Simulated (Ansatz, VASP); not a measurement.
## K in VASP and in Ansatz

```
K
1.0
     7.75028    0.00000    0.00000
    -3.87514    6.71194    0.00000
     0.00000    0.00000    4.62240
K
3
Direct
  0.00000 0.00000 0.00000
  0.33333 0.66667 0.50000
  0.66667 0.33333 0.50000
```

Alike in both runs: task single point; functional PBE; k mesh 7 × 7 × 9; occupations fermi-dirac, width 0.1 eV; no spin polarisation.

```csv
,VASP,Ansatz
version,VASP 6.6.1,Ansatz 0.2.0
potentials or method,"VASP PAW PBE potentials, release 64 (K_sv), cutoff 520 eV","plane waves (420 eV) with PAW, scalar-relativistic"
valence electrons in the cell,27,27
```

```tsv
	VASP	Ansatz	Ansatz less VASP
pressure (GPa)	-0.2	-0.2	+0.01
```

With one functional, cell and mesh, what is left measures potentials, basis and numerics.
